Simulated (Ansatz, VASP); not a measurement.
SiO2 in VASP and in Ansatz

The input POSCAR:

```
SiO2
1.0
   -2.3495824127      2.3495824127      3.5649482803
    2.3495824127     -2.3495824127      3.5649482803
    2.3495824127      2.3495824127     -3.5649482803
Si O
2 4
Direct
    0.0000000000      0.0000000000      0.0000000000
    0.7500000000      0.2500000000      0.5000000000
    0.9731664718      0.6250000000      0.8481664718
    0.3750000000      0.2231664718      0.3481664718
    0.7768335282      0.1250000000      0.1518335282
    0.8750000000      0.0268335282      0.6518335282
```

File INCAR.step1:

```
  PREC = Accurate
  ENCUT = 520
  ISMEAR = 0
  SIGMA = 0.05
  LREAL = F
  LASPH = T
  NELM = 60
  NBANDS = 25
  GGA = PE
  ALGO = Normal
  EDIFF = 1E-4
  LWAVE = T
  LCHARG = F
```

The input INCAR.step2:

```
  PREC = Accurate
  ENCUT = 520
  EDIFF = 1E-7
  ISMEAR = 0
  SIGMA = 0.05
  LREAL = F
  LASPH = T
  NELM = 60
  ALGO = Normal
  ISIF = 2
  LWAVE = F
  LCHARG = F
  METAGGA = R2SCAN
  LMIXTAU = T
  NBANDS = 25
  ISTART = 1
```

KPOINTS

```
regular mesh
0
Gamma
  6 6 6
```

Input for Ansatz:

```yaml
crystal:
  lattice:
    - [-2.3495824127, 2.3495824127, 3.5649482803]
    - [2.3495824127, -2.3495824127, 3.5649482803]
    - [2.3495824127, 2.3495824127, -3.5649482803]
  atoms:
    - { symbol: Si, position: [0.0, 0.0, 0.0] }
    - { symbol: Si, position: [0.75, 0.25, 0.5] }
    - { symbol: O, position: [0.9731664718, 0.625, 0.8481664718] }
    - { symbol: O, position: [0.375, 0.2231664718, 0.3481664718] }
    - { symbol: O, position: [0.7768335282, 0.125, 0.1518335282] }
    - { symbol: O, position: [0.875, 0.0268335282, 0.6518335282] }
basis:
  ecutwfc: 500
kpoints:
  mp_grid: { grid: [6, 6, 6] }
hamiltonian:
  xc: r2scan
scf:
  occupations: { method: gaussian, width: 0.05 }
output:
  forces: true
  stress: true
  eigenvalues: true
```

Change from the starting cell: strain -0.050 along x and y, -0.025 along z, atoms carried along.

Alike in both runs: task single point; functional r2SCAN; k mesh 6 × 6 × 6; occupations gaussian, width 0.05 eV; no spin polarisation.

|  | VASP | Ansatz |
| --- | --- | --- |
| version | VASP 6.6.1 | Ansatz 0.2.0 |
| potentials or method | VASP PAW PBE potentials, release 64 (Si, O), cutoff 520 eV | scalar-relativistic, plane waves, PAW |
| valence electrons in the cell | 32 | 32 |

Ansatz gave:

* gap on the k mesh at the Fermi level (eV): 7.08
* least direct gap on the mesh (eV): 7.08
* pressure (GPa): 27.9
* traceless stress, the component that is largest in VASP (GPa): -0.72
* rms of the force components (eV/Å): 0.845

What did VASP give for the same quantities?

gap on the k mesh at the Fermi level (eV): 7.08; least direct gap on the mesh (eV): 7.08; pressure (GPa): 28.1; traceless stress, the component that is largest in VASP (GPa): -0.67; rms of the force components (eV/Å): 0.842.

VASP's potentials were made for PBE, not for r2SCAN. Atom by atom the forces differ by 0.003 eV/Å (rms over components).
